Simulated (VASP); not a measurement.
A run of VASP 6.6.1 is set up as follows.

Contents of INCAR:

```
SYSTEM = Ga3As2P
PREC = Accurate
ENCUT = 520
EDIFF = 1E-7
ISMEAR = 0
SIGMA = 0.1
LREAL = .FALSE.
LASPH = .TRUE.
NELM = 60
ALGO = Normal
ISIF = 2
LWAVE = .FALSE.
LCHARG = .FALSE.
GGA = PE
NBANDS = 36
```

The input KPOINTS:

```
regular mesh
0
G
  8 8 8
  0 0 0
```

File POSCAR:

```
Ga3As2P
1.0
    0.0000000000     -4.0062613026      0.0000000000
    4.0062613026      0.0000000000      0.0000000000
   -2.0031306513      2.0031306513      8.4961823902
Ga As P
3 2 1
Direct
   -0.0040460351     -0.0040460351     -0.0080920702
    0.6666666667      0.6666666667      0.3333333333
    0.3373793684      0.3373793684      0.6747587369
    0.5813164825      0.0813164825      0.1626329650
    0.2520168508      0.7520168508      0.5040337016
    0.9166666667      0.4166666667      0.8333333333
```

Potentials or basis: VASP PAW PBE potentials, release 64 (Ga_d, As, P).

Run with:

```bash
$ cat potpaw_PBE.64/Ga_d/POTCAR potpaw_PBE.64/As/POTCAR potpaw_PBE.64/P/POTCAR > POTCAR
$ mpirun -np 1 vasp_std > vasp.out
```

What does it give for the largest force?

0.018 eV/Å.

Estimate the band gap on the k mesh.

0.58 eV.

What does it give for the pressure?

0.1 GPa.

Forces in eV/Å, atoms in the order of the input:
```
Ga   0.000  0.000 -0.018
Ga   0.000  0.000  0.000
Ga   0.000  0.000  0.018
As   0.000  0.000  0.006
As   0.000  0.000 -0.006
P    0.000  0.000  0.000
```

Caveat: semilocal functionals underestimate gaps, and a narrow one can read as zero. Expect the measured gap to be larger: semilocal functionals such as PBE lack the derivative discontinuity.
